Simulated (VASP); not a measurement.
# AlN (P1) in VASP: a series of runs

Runs on AlN. Level: PBEsol. Tasks: single point.

Program: VASP 6.6.1. These are calculated values, not measurements. Logs are shortened: lines on timing, memory, paths and dates and some standing lists are left out, and cuts for length are marked.

## Step 1: The cell of the first run

The typed cell holds 8 atoms: a = 3.114 Å, b = 3.114 Å, c = 10.670 Å, α = 88.61°, β = 89.30°, γ = 60.00°.

## Step 2: Single point, PBEsol (the part above a cut slid along it)

INCAR reads:

```
PREC = Accurate ; ENCUT = 600
EDIFF = 1E-6 ; ISMEAR = 0
SIGMA = 0.05 ; LREAL = F
LASPH = T ; NELM = 120
ALGO = Normal ; ISIF = 2
LWAVE = F ; LCHARG = F
GGA = PS ; NBANDS = 26
GGA_COMPAT = F
```

KPOINTS reads:

```
Automatic mesh
0
Gamma
  8 8 3
```

POSCAR reads:

```
AlN
1.0
   -3.1137929129      0.0000000000      0.0000000000
   -1.5568964565     -2.6966237647      0.0000000000
   -0.1297413714     -0.2247186471     10.6671109118
Al N
4 4
Direct
    0.3333333333      0.2629044998      0.8451460020
    0.3333333333      0.3018369054      0.3779571354
    0.6666666667      0.6546364415      0.1443627022
    0.6666666667      0.6157040359      0.6115515687
    0.3333333333      0.3258973557      0.0892317311
    0.3333333333      0.2869649502      0.5564205976
    0.6666666667      0.6397644863      0.3228261643
    0.6666666667      0.6008320808      0.7900150309
```

Potentials or basis: VASP PAW PBE potentials, release 64 (Al, N).

Command:

```console
$ cat potpaw_PBE.64/Al/POTCAR potpaw_PBE.64/N/POTCAR > POTCAR
$ mpirun -np 1 vasp_std > vasp.out
```

OUTCAR:

```text
PREC = Accurate
   ENCUT = 600
   EDIFF = 1E-6
   ISMEAR = 0
   LREAL = F
   LASPH = T
   NELM = 120
   ISIF = 2
   GGA = PS

 ion  position               nearest neighbor table
   1  0.333  0.263  0.845-   8 1.89   8 1.89   8 1.89   4 3.07   4 3.07   4 3.07
   2  0.333  0.302  0.378-   7 1.89   7 1.89   7 1.89   6 1.90   3 3.07   3 3.07   3 3.07   4 3.07
                             4 3.07   4 3.07
   3  0.667  0.655  0.144-   5 1.89   5 1.89   5 1.89   7 1.90   2 3.07   2 3.07   2 3.07
   4  0.667  0.616  0.612-   6 1.89   6 1.89   6 1.89   8 1.90   2 3.07   1 3.07   1 3.07   2 3.07
                             2 3.07   1 3.07
   5  0.333  0.326  0.089-   3 1.89   3 1.89   3 1.89
   6  0.333  0.287  0.556-   4 1.89   4 1.89   4 1.89   2 1.90
   7  0.667  0.640  0.323-   2 1.89   2 1.89   2 1.89   3 1.90
   8  0.667  0.601  0.790-   1 1.89   1 1.89   1 1.89   4 1.90

  LATTYP: Found a base centered monoclinic cell.
 ALAT       =     3.1137929129
 B/A-ratio  =     1.7320508075
 C/A-ratio  =     3.4267746014
 COS(beta)  =    -0.0243183002

  Lattice vectors:

 A1 = (   3.1137929129,   0.0000000000,   0.0000000000)
 A2 = (  -1.5568964564,   2.6966237647,   0.0000000000)
 A3 = (  -0.1297413714,  -0.2247186471,  10.6671109118)

Analysis of symmetry for initial positions (statically):
=====================================================================
 Subroutine PRICEL returns:
 Original cell was already a primitive cell.

 Routine SETGRP: Setting up the symmetry group for a
 base centered monoclinic supercell.

 Subroutine GETGRP returns: Found  1 space group operations
 (whereof  1 operations were pure point group operations)
 out of a pool of  4 trial point group operations.

The static configuration has the point symmetry C_1 .

Analysis of symmetry for dynamics (positions and initial velocities):
=====================================================================
 Subroutine PRICEL returns:
 Original cell was already a primitive cell.

 Routine SETGRP: Setting up the symmetry group for a
 base centered monoclinic supercell.

 Subroutine GETGRP returns: Found  1 space group operations
 (whereof  1 operations were pure point group operations)
 out of a pool of  4 trial point group operations.

The dynamic configuration has the point symmetry C_1 .

 Subroutine INISYM returns: Found  1 space group operations
 (whereof  1 operations are pure point group operations),
 and found     1 'primitive' translations

----------------------------------------------------------------------------------------

                                     Primitive cell

  volume of cell :      89.5688

  direct lattice vectors                    reciprocal lattice vectors
    -3.113792913  0.000000000  0.000000000    -0.321151736  0.185417041 -0.000000000
    -1.556896457 -2.696623765  0.000000000     0.000000000 -0.370834083 -0.007812175
    -0.129741371 -0.224718647 10.667110912     0.000000000  0.000000000  0.093746096

  length of vectors
     3.113792913  3.113792913 10.670266468     0.370834083  0.370916361  0.093746096

  position of ions in fractional coordinates (direct lattice)
     0.333333333  0.262904500  0.845146002
     0.333333333  0.301836905  0.377957135
     0.666666667  0.654636442  0.144362702
     0.666666667  0.615704036  0.611551569
     0.333333333  0.325897356  0.089231731
     0.333333333  0.286964950  0.556420598
     0.666666667  0.639764486  0.322826164
     0.666666667  0.600832081  0.790015031

  ion indices of the primitive-cell ions
   primitive index   ion index
                 1           1
                 2           2
                 3           3
                 4           4
                 5           5
                 6           6
                 7           7
                 8           8

----------------------------------------------------------------------------------------

 KPOINTS: Automatic mesh

Automatic generation of k-mesh.
 Grid dimensions read from file:
 generate k-points for:    8    8    3

 Generating k-lattice:

  Cartesian coordinates                     Fractional coordinates (reciprocal lattice)
    -0.040143967  0.023177130 -0.000000000     0.125000000  0.000000000 -0.000000000
     0.000000000 -0.046354260 -0.000976522     0.000000000  0.125000000  0.000000000
     0.000000000  0.000000000  0.031248699     0.000000000  0.000000000  0.333333333

  Length of vectors
     0.046354260  0.046364545  0.031248699

  Shift w.r.t. Gamma in fractional coordinates (k-lattice)
     0.000000000  0.000000000  0.000000000

 Subroutine IBZKPT returns following result:
 ===========================================

 Found     98 irreducible k-points:

 Following reciprocal coordinates:
            Coordinates               Weight
  0.000000  0.000000  0.000000      1.000000
  0.125000  0.000000 -0.000000      2.000000
  0.250000  0.000000 -0.000000      2.000000
  0.375000  0.000000  0.000000      2.000000
  0.500000  0.000000 -0.000000      1.000000
  0.000000  0.125000 -0.000000      2.000000
[... 16 lines left out ...]
 -0.375000 -0.375000  0.000000      2.000000
  0.125000  0.375000 -0.000000      2.000000
 [... further k-points ...]
   k-points           NKPTS =     98   k-points in BZ     NKDIM =     98   number of bands    NBANDS=     26
   number of dos      NEDOS =    301   number of ions     NIONS =      8
   total plane-waves  NPLWV =  70560
   dimension x,y,z NGX =    28 NGY =   28 NGZ =   90
   dimension x,y,z NGXF=    56 NGYF=   56 NGZF=  180
   ions per type =               4   4
   NGX,Y,Z   is equivalent  to a cutoff of  14.95, 14.95, 14.02 a.u.
   NGXF,Y,Z  is equivalent  to a cutoff of  29.90, 29.90, 28.04 a.u.
 SYSTEM =  unknown system
   PREC   = accura    normal or accurate (medium, high low for compatibility)
   ISTART =      0    job   : 0-new  1-cont  2-samecut
   ICHARG =      2    charge: 1-file 2-atom 10-const
   ISPIN  =      1    spin polarized calculation?
   LNONCOLLINEAR =      F non collinear calculations
   LSORBIT =      F    spin-orbit coupling
   LASPH  =      T    aspherical Exc in radial PAW
   ENCUT  =  600.0 eV  44.10 Ry    6.64 a.u.   6.22  6.22 21.31*2*pi/ulx,y,z
   NELM   =    120;   NELMIN=  2; NELMDL= -5     # of ELM steps
   EDIFF  = 0.1E-05   stopping-criterion for ELM
   LREAL  =      F    real-space projection
   EDIFFG = 0.1E-04   stopping-criterion for IOM
   NSW    =      0    number of steps for IOM
   IBRION =     -1    ionic relax: 0-MD 1-quasi-New 2-CG
   NFREE  =      0    steps in history (QN), initial steepest desc. (CG)
   ISIF   =      2    stress and relaxation
   ISYM   =      2    0-nonsym 1-usesym 2-fastsym
   POTIM  = 0.5000    time-step for ionic-motion
   TEBEG  =    0.0;   TEEND  =   0.0 temperature during run
   PSTRESS=    0.0 pullay stress
   NELECT =      32.0000    total number of electrons
   NUPDOWN=      -1.0000    fix difference up-down
   EMIN   =  10.00;   EMAX   =-10.00  energy-range for DOS
   EFERMI =   0.00;   METHOD = LEGACY
   ISMEAR =     0;   SIGMA  =   0.05  broadening in eV -4-tet -1-fermi 0-gaus
   EFERMI_NEDOS =   21; number of points for ismear=-14 and -15
   IALGO  =     38    algorithm
   IMIX   =      4    mixing-type and parameters
     AMIX     =   0.40;   BMIX     =  1.00
     AMIX_MAG =   1.60;   BMIX_MAG =  1.00
  volume/ion in A,a.u.               =      11.20        75.56
  Fermi-wavevector in a.u.,A,eV,Ry     =   1.161643  2.195186 18.359885  1.349414
  Thomas-Fermi vector in A             =   2.298212
   LORBIT       =      0    0 simple, 1 ext, 2 COOP (PROOUT), +10 PAW based schemes
   GGA     = PS    functional components
   LHFCALC =     F    Hartree Fock is set to
   AEXX    =    0.0000 exact exchange contribution
   IVDW    =     0    specifies the selected vdW correction
   LEPSILON=     F    determine dielectric tensor
   LRPA    =     F    only Hartree local field effects (RPA)
 non-spin polarized calculation
 Gauss-broadening in eV      SIGMA  =   0.05
  energy-cutoff  :      600.00
  volume of cell :       89.57
 maximum number of plane-waves:      3006
 NGX is ok and might be reduce to    28
   NGX = 13   NGY = 13   NGZ = 43

 number of electron      31.9999999 magnetization

 Free energy of the ion-electron system (eV)
  ---------------------------------------------------
  ext. energy  EPLUGINS =         0.00000000
  ---------------------------------------------------
  free energy    TOTEN  =       -61.24808484 eV

  energy without entropy =      -61.24808484  energy(sigma->0) =      -61.24808484

 E-fermi :   6.5759     XC(G=0): -10.7721

 val. band max:        6.2862278084   @ k =   0.0000   0.0000   0.0000
 cond. band min:       8.2755892437   @ k =   0.0000   0.0000   0.0000
 fundamental gap:      1.9893614354
 Fermi energy:         6.5758888051

 k-point     1 :       0.0000    0.0000    0.0000
  band No.  band energies     occupation
      1     -10.2178      2.00000
      2      -9.2640      2.00000
      3      -8.4154      2.00000
      4      -6.9385      2.00000
      5      -0.7751      2.00000
      6       1.4513      2.00000
[... 18 lines left out ...]
     25      16.1988      0.00000
     26      16.4565      0.00000

 k-point     2 :       0.1250    0.0000   -0.0000
  band No.  band energies     occupation
      1     -10.0311      2.00000
      2      -9.0936      2.00000
      3      -8.2569      2.00000
      4      -6.7937      2.00000
      5      -0.5539      2.00000
      6       1.4584      2.00000
[... 18 lines left out ...]
     25      15.9613      0.00000
[... 608 lines left out ...]
     25      15.5561      0.00000
     26      16.1331      0.00000

 k-point    24 :       0.1250    0.3750   -0.0000
  band No.  band energies     occupation
      1      -9.0903      2.00000
      2      -8.2742      2.00000
      3      -7.5153      2.00000
      4      -6.1190      2.00000
      5       0.1070      2.00000
      6       0.3830      2.00000
[... 18 lines left out ...]
     25      15.3235      0.00000
     26      16.0203      0.00000

 [... further k-points ...]

------------------------ aborting loop because EDIFF is reached ----------------------------------------

  FORCE on cell =-STRESS in cart. coord.  units (eV):
  Direction    XX          YY          ZZ          XY          YZ          ZX
  --------------------------------------------------------------------------------------
  -------------------------------------------------------------------------------------
  Total       -0.6128327     -0.8737217     -6.4338788      0.0040566      0.7158054      0.4501106
  in kB      -10.9621474    -15.6288430   -115.0870783      0.0725623     12.8040881      8.0514284
  external PRESSURE =     -47.2260229 kB  Pullay stress =       0.0000000 kB

 VOLUME and BASIS-vectors are now :
 -----------------------------------------------------------------------------
  energy-cutoff  :      600.00
  volume of cell :       89.57
      direct lattice vectors                 reciprocal lattice vectors
    -3.113792913  0.000000000  0.000000000    -0.321151736  0.185417041 -0.000000000
    -1.556896457 -2.696623765  0.000000000     0.000000000 -0.370834083 -0.007812175
    -0.129741371 -0.224718647 10.667110912     0.000000000  0.000000000  0.093746096

 POSITION                                       TOTAL-FORCE (eV/Angst)
 -----------------------------------------------------------------------------------
     -1.55690     -0.89887      9.01527        -0.121147     -0.221450      1.762505
     -1.55690     -0.89887      4.03171         0.002208      0.003941     -0.774059
     -3.11379     -1.79775      1.53993        -0.002251      0.007788     -1.520502
     -3.11379     -1.79775      6.52349        -0.004891     -0.005461     -0.767211
     -1.55690     -0.89887      0.95184         0.143448      0.224820     -1.081746
     -1.55690     -0.89887      5.93540        -0.000162      0.000670      0.738421
     -3.11379     -1.79775      3.44362         0.008391      0.012286      0.806058
     -3.11379     -1.79775      8.42718        -0.025596     -0.022596      0.836533
 -----------------------------------------------------------------------------------
    total drift:                                0.000290      0.000497     -0.000950

  FREE ENERGIE OF THE ION-ELECTRON SYSTEM (eV)
  ---------------------------------------------------
  free  energy   TOTEN  =       -61.2480848416 eV

  energy  without entropy=      -61.2480848416  energy(sigma->0) =      -61.24808484
```

Wall time 7.8 min (1 thread of Oxide Virtual Turin-like, shared host); peak memory 0.35 GiB.

What came out:

* Free energy: -61.2481 eV
* Pressure: -4.7 GPa
* Largest force: 1.780 eV/Å
* Band gap on the k mesh: 1.99 eV

Forces on the atoms (eV/Å):
```
Al  -0.121 -0.221  1.763
Al   0.002  0.004 -0.774
Al  -0.002  0.008 -1.521
Al  -0.005 -0.005 -0.767
N    0.143  0.225 -1.082
N    0.000  0.001  0.738
N    0.008  0.012  0.806
N   -0.026 -0.023  0.837
```

Levels at points of the mesh, in eV from the valence-band top:
| k point | band 14 | band 15 | band 16 | band 17 | band 18 | band 19 |
| --- | --- | --- | --- | --- | --- | --- |
| (0.00, 0.00, 0.00) | -0.91 | -0.01 | 0.00 | 1.99 | 4.67 | 5.09 |
| (0.50, 0.00, 0.00) | -2.05 | -1.15 | -0.77 | 3.15 | 3.58 | 4.59 |
| (0.00, 0.50, 0.00) | -2.05 | -1.12 | -0.77 | 3.00 | 3.68 | 4.59 |
| (0.50, 0.50, 0.00) | -2.05 | -1.13 | -0.78 | 3.21 | 3.51 | 4.62 |

Caveat: the cell differs from its parent crystal (the part above a cut slid along it); the stress differs along the axes, from -12 to -1 GPa; the PAW data sets were made with another functional, which shifts forces and pressure a little.

## Step 3: Single point, PBEsol (the part above a cut slid along it)

INCAR is that of step 2.

KPOINTS is that of step 2.

POSCAR reads:

```
AlN
1.0
   -3.1137929129      0.0000000000      0.0000000000
   -1.5568964565     -2.6966237647      0.0000000000
   -0.6487068569     -1.1235932353     10.6671109118
Al N
4 4
Direct
    0.3333333333     -0.0188108341      0.8451460020
    0.3333333333      0.1758511936      0.3779571354
    0.6666666667      0.6065155408      0.1443627022
    0.6666666667      0.4118535130      0.6115515687
    0.3333333333      0.2961534454      0.0892317311
    0.3333333333      0.1014914177      0.5564205976
    0.6666666667      0.5321557649      0.3228261643
    0.6666666667      0.3374937371      0.7900150309
```

Potentials or basis: VASP PAW PBE potentials, release 64 (Al, N).

Command:

```console
$ cat potpaw_PBE.64/Al/POTCAR potpaw_PBE.64/N/POTCAR > POTCAR
$ mpirun -np 1 vasp_std > vasp.out
```

Wall time 8.3 min (1 thread of Oxide Virtual Turin-like, shared host); peak memory 0.34 GiB.

Results (log left out):

* Free energy: -60.7117 eV
* Pressure: -4.5 GPa
* Largest force: 1.374 eV/Å
* Band gap on the k mesh: 1.66 eV

Forces on the atoms (eV/Å):
```
Al  -0.075 -0.293  1.104
Al   0.003  0.005 -0.890
Al  -0.076  0.045 -1.371
Al  -0.029  0.007 -0.887
N    0.339  0.167 -0.488
N   -0.009  0.006  0.832
N    0.030  0.004  0.916
N   -0.182  0.058  0.786
```

Stress tensor (GPa, compression positive):
```
-1.99 -1.29  1.87
-1.29 -4.17  0.95
 1.87  0.95 -7.44
```

Levels at points of the mesh, in eV from the valence-band top:
| k point | band 13 | band 14 | band 15 | band 16 | band 17 | band 18 | band 19 | band 20 |
| --- | --- | --- | --- | --- | --- | --- | --- | --- |
| (0.00, 0.00, 0.00) | -1.23 | -0.91 | -0.06 | 0.00 | 1.66 | 4.51 | 4.85 | 5.72 |
| (0.50, 0.00, 0.00) | -2.32 | -2.08 | -1.00 | -0.82 | 2.85 | 3.20 | 4.35 | 4.82 |
| (0.00, 0.50, 0.00) | -2.47 | -2.08 | -0.85 | -0.68 | 2.13 | 3.71 | 4.43 | 4.60 |
| (0.50, 0.50, 0.00) | -2.30 | -2.08 | -0.82 | -0.65 | 2.13 | 3.41 | 4.51 | 4.78 |

Caveat: the cell differs from its parent crystal (the part above a cut slid along it); the stress differs along the axes, from -7 to -2 GPa; the PAW data sets were made with another functional, which shifts forces and pressure a little. A k mesh can miss the band edges.

## Step 4: Single point, PBEsol (the part above a cut slid along it)

INCAR reads:

```
PREC = Accurate ; ENCUT = 600
EDIFF = 1E-6 ; ISMEAR = 0
SIGMA = 0.05 ; LREAL = False
LASPH = True ; NELM = 120
ALGO = Normal ; ISIF = 2
LWAVE = False ; LCHARG = False
GGA = PS ; NBANDS = 26
GGA_COMPAT = False
```

KPOINTS is that of step 3.

POSCAR reads:

```
AlN
1.0
   -3.1137929129      0.0000000000      0.0000000000
   -1.5568964565     -2.6966237647      0.0000000000
   -0.3892241141     -0.6741559412     10.6671109118
Al N
4 4
Direct
    0.3333333333      0.1220468328      0.8451460020
    0.3333333333      0.2388440495      0.3779571354
    0.6666666667      0.6305759911      0.1443627022
    0.6666666667      0.5137787745      0.6115515687
    0.3333333333      0.3110254006      0.0892317311
    0.3333333333      0.1942281839      0.5564205976
    0.6666666667      0.5859601256      0.3228261643
    0.6666666667      0.4691629090      0.7900150309
```

Command:

```console
$ cat potpaw_PBE.64/Al/POTCAR potpaw_PBE.64/N/POTCAR > POTCAR
$ mpirun -np 1 vasp_std > vasp.out
```

Wall time 8.8 min (1 thread of Oxide Virtual Turin-like, shared host); peak memory 0.34 GiB.

It converged, with:

- Free energy: -60.9901 eV
- Pressure: -4.6 GPa
- Largest force: 1.538 eV/Å
- Band gap on the k mesh: 1.84 eV

Forces on the atoms (eV/Å):
```
Al  -0.230 -0.487  1.440
Al   0.005  0.009 -0.827
Al  -0.036  0.029 -1.444
Al  -0.019 -0.007 -0.822
N    0.371  0.447 -0.798
N   -0.003  0.004  0.781
N    0.026  0.024  0.856
N   -0.112 -0.018  0.814
```

Stress tensor (GPa, compression positive):
```
-1.32 -0.50  2.05
-0.50 -3.00  2.55
 2.05  2.55 -9.55
```

Levels at points of the mesh, in eV from the valence-band top:
| k point | band 12 | band 13 | band 14 | band 15 | band 16 | band 17 | band 18 | band 19 | band 20 | band 21 |
| --- | --- | --- | --- | --- | --- | --- | --- | --- | --- | --- |
| (0.00, 0.00, 0.00) | -1.22 | -1.21 | -0.91 | -0.03 | 0.00 | 1.84 | 4.60 | 4.97 | 5.78 | 7.26 |
| (0.50, 0.00, 0.00) | -2.86 | -2.30 | -2.06 | -1.11 | -0.76 | 3.02 | 3.41 | 4.50 | 4.90 | 5.52 |
| (0.00, 0.50, 0.00) | -2.85 | -2.39 | -2.06 | -0.96 | -0.75 | 2.50 | 3.74 | 4.57 | 4.90 | 5.40 |
| (0.50, 0.50, 0.00) | -2.85 | -2.28 | -2.06 | -0.95 | -0.78 | 2.77 | 3.45 | 4.61 | 4.73 | 5.95 |

Caveat: the cell differs from its parent crystal (the part above a cut slid along it); the stress differs along the axes, from -10 to -1 GPa; the PAW data sets were made with another functional, which shifts forces and pressure a little. A k mesh can miss the band edges.

## Step 5: Overview

| cell | gap on the mesh (eV) | pressure (GPa) | largest force (eV/Å) |
| --- | --- | --- | --- |
| a = 3.114, b = 3.114, c = 10.670 Å, angles 88.6, 89.3, 60.0°, 8 atoms | 1.99 | -4.7 | 1.78 |
| a = 3.114, b = 3.114, c = 10.746 Å, angles 83.1, 86.5, 60.0°, 8 atoms | 1.66 | -4.5 | 1.37 |
| a = 3.114, b = 3.114, c = 10.695 Å, angles 85.8, 87.9, 60.0°, 8 atoms | 1.84 | -4.6 | 1.54 |

Alike in all rows: task single point; level PBEsol; potentials or basis VASP PAW PBE potentials, release 64 (Al, N); no spin polarisation; k mesh 8 × 8 × 3; cutoff (eV) 600; smearing gaussian 0.05 eV.

Caveats: the PAW data sets were made with another functional, which shifts forces and pressure a little; the stress differs along the axes, from -12 to -1 GPa (at least some runs); the stress differs along the axes, from -7 to -2 GPa (at least some runs); the stress differs along the axes, from -10 to -1 GPa (at least some runs).

Absolute energies hang on the potentials; compare differences alone.
